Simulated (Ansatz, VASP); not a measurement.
# One calculation of InSb3, two programs

INCAR

```
SYSTEM = InSb3
ALGO = Normal
EDIFF = 1E-7
EDIFFG = -0.01
ENCUT = 600
GGA = PE
IBRION = 2
ISIF = 3
ISMEAR = 0
LASPH = .True.
LCHARG = .False.
LREAL = .False.
LWAVE = .False.
NELM = 100
NSW = 100
PREC = Accurate
SIGMA = 0.1
```

File KPOINTS:

```
k-points
0
Gamma
  6 6 8
  0 0 0
```

POSCAR

```
InSb3
1.0
    6.8182333571      0.0000000000      0.0000000000
   -3.4091166786      5.9047632962      0.0000000000
    0.0000000000      0.0000000000      5.4726842701
In Sb
2 6
Direct
    0.3333333333      0.6666666667      0.2500000000
    0.6666666667      0.3333333333      0.7500000000
    0.8330000000      0.6660000000      0.2500000000
    0.1670000000      0.8330000000      0.7500000000
    0.3340000000      0.1670000000      0.2500000000
    0.1670000000      0.3340000000      0.7500000000
    0.8330000000      0.1670000000      0.2500000000
    0.6660000000      0.8330000000      0.7500000000
```

Input for Ansatz:

```yaml
crystal:
  lattice:
    - [6.8182333571, 0.0, 0.0]
    - [-3.4091166786, 5.9047632962, 0.0]
    - [0.0, 0.0, 5.4726842701]
  atoms:
    - { symbol: In, position: [0.3333333333, 0.6666666667, 0.25] }
    - { symbol: In, position: [0.6666666667, 0.3333333333, 0.75] }
    - { symbol: Sb, position: [0.833, 0.666, 0.25] }
    - { symbol: Sb, position: [0.167, 0.833, 0.75] }
    - { symbol: Sb, position: [0.334, 0.167, 0.25] }
    - { symbol: Sb, position: [0.167, 0.334, 0.75] }
    - { symbol: Sb, position: [0.833, 0.167, 0.25] }
    - { symbol: Sb, position: [0.666, 0.833, 0.75] }
basis:
  ecutwfc: 420
kpoints:
  mp_grid: { grid: [6, 6, 8] }
hamiltonian:
  xc: pbe
scf:
  occupations: { method: gaussian, width: 0.1 }
output:
  forces: true
  stress: true
  eigenvalues: true
relax:
  adjacent_minimum: "off"
  f_tol: 0.01
  max_steps: 80
  cell: { stress_tol: 0.05 }
```

Alike in both runs: task relaxation of cell and atoms; functional PBE; k mesh 6 × 6 × 8; occupations gaussian, width 0.1 eV; no spin polarisation.

```csv
,VASP,Ansatz
version,VASP 6.6.1,Ansatz 0.2.0
potentials or method,"VASP PAW PBE potentials, release 64 (In_d, Sb), cutoff 600 eV","scalar-relativistic, plane waves, PAW"
valence electrons in the cell,56,116
```

```tsv
	VASP	Ansatz	Ansatz less VASP
gap on the k mesh at the Fermi level, each at its own relaxed structure (eV)	none	none	-
relaxed volume (Å³/atom)	28.54	28.67	+0.124
relaxed cell length with the largest relative difference (Å)	6.817	6.828	+0.0111
```

A gap of «none» marks a metal or a gap that the smearing closes. VASP's potentials hold 56 valence electrons a cell and Ansatz's 116, so a difference there can come from the potentials and not from the codes.

Neither program's run includes spin-orbit coupling.
